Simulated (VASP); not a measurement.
## CaB: relaxation of cell and atoms with PBE

The system is CaB.

```
CELL_PARAMETERS angstrom
3.26561 0.00000 0.00000
0.00000 3.26561 0.00000
0.00000 0.00000 3.26561
ATOMIC_POSITIONS crystal
Ca 0.00000 0.00000 0.00000
B 0.50000 0.50000 0.50000
```

| Property | Result |
| --- | --- |
| Program | VASP 6.6.1 |
| Task | relaxation of cell and atoms |
| Functional | PBE |
| Potentials or basis | VASP PAW PBE potentials, release 64 (Ca_sv, B) |
| Cutoff | 600 eV |
| k mesh | 18 × 18 × 18 |
| Occupations | gaussian, width 0.1 eV |
| Spin | no spin polarisation |
| Dipole correction | no |
| Further INCAR settings | ALGO = Normal; EDIFF = 1e-06; IBRION = 2; EDIFFG = -0.01; NSW = 100; ISIF = 3 |

```json
{
  "Relaxed volume": "17.45 Å³/atom",
  "Relaxed cell": "a = 3.268 Å, b = 3.268 Å, c = 3.268 Å, α = 90.00°, β = 90.00°, γ = 90.00°",
  "Space group after relaxing (to 0.05 Å)": "Pm-3m (No. 221)",
  "Energy gained by relaxing": "0.0 meV/atom",
  "Ionic steps": "2",
  "Pressure after relaxing": "0.0 GPa"
}
```

Final structure:
```xyz
2
Lattice="3.2682 0.0000 0.0000 0.0000 3.2682 0.0000 0.0000 0.0000 3.2682" Properties=species:S:1:pos:R:3 pbc="T T T"
Ca    0.0000    0.0000    0.0000
B     1.6341    1.6341    1.6341
```

Levels at points of the mesh, in eV from the Fermi level:
```tsv
k point	band 5	band 6	band 7	band 8	band 9	band 10
(0.00, 0.00, 0.00)	-7.79	1.87	1.87	2.60	2.60	2.60
(0.50, 0.00, 0.00)	-5.56	-3.12	1.65	1.65	2.85	6.58
(0.50, 0.50, 0.00)	-5.20	-0.91	-0.91	2.16	3.63	4.80
(0.50, 0.50, 0.50)	-2.97	-1.85	-1.85	-1.85	7.17	7.17
```

Wall time 100 s on 1 thread of Intel Xeon 6975P-C, with other jobs on the host, peak memory 0.25 GiB.
